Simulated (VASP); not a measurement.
Set up this calculation in VASP 6.6.1, as the native input.

| Item | Value |
| --- | --- |
| Task | electric field gradients |
| Functional | LDA |
| Potentials or basis | VASP PAW LDA potentials, release 64 (Mo_sv, S) |
| Cutoff | 520 eV |
| k mesh | 15 × 15 × 15 |
| Occupations | fermi-dirac, width 0.05 eV |
| Spin | no spin polarisation |
| Dipole correction | no |
| Further INCAR settings | ALGO = Normal; EDIFF = 1e-08; NBANDS = 20 |

The structure of MoS2 lies in POSCAR:

```
MoS2
1.0
    1.5762110184      0.9100258558      6.1028504825
   -1.5762110184      0.9100258558      6.1028504825
    0.0000000000     -1.8200517116      6.1028504825
Mo S
1 2
Direct
    0.0000000000      0.0000000000      0.0000000000
    0.7484000000      0.7484000000      0.7484000000
    0.5849000000      0.5849000000      0.5849000000
```

One way to write it, as run:

INCAR

```
SYSTEM = MoS2
PREC = Accurate ; ENCUT = 520
EDIFF = 1E-8 ; ISMEAR = -1
SIGMA = 0.05 ; LREAL = .FALSE.
LASPH = .TRUE. ; NELM = 60
ALGO = Normal ; ISIF = 2
LWAVE = .FALSE. ; LCHARG = .FALSE.
LEFG = .TRUE. ; NBANDS = 20
```

KPOINTS

```
regular mesh
0
G
  15 15 15
  0 0 0
```

Potentials or basis: VASP PAW LDA potentials, release 64 (Mo_sv, S).

The run is started by

```sh
$ cat potpaw_LDA.64/Mo_sv/POTCAR potpaw_LDA.64/S/POTCAR > POTCAR
$ mpirun -np 1 vasp_std > vasp.out
```

It gave:

```
Pressure                                : 3.2 GPa
Largest force                           : 1.026 eV/Å
Band gap on the k mesh                  : 0.62 eV (least direct gap 1.65 eV)
Largest electric field gradient by atom : Mo -97.7; S -64.8, -63.3 V/Å²
```

Caveat: the stress differs along the axes, from 1 to 8 GPa; without QUAD_EFG the Cq values of the log hold for a quadrupole moment of 1 mb, not for the nuclei; forces of over 1 eV/Å act on the atoms, so gaps and moduli don't describe the material at rest.

Run time: 9.4 min on 1 thread of Intel(R) Xeon(R) Platinum 8488C (Sapphire Rapids), on a shared host, peak memory 0.5 GiB.
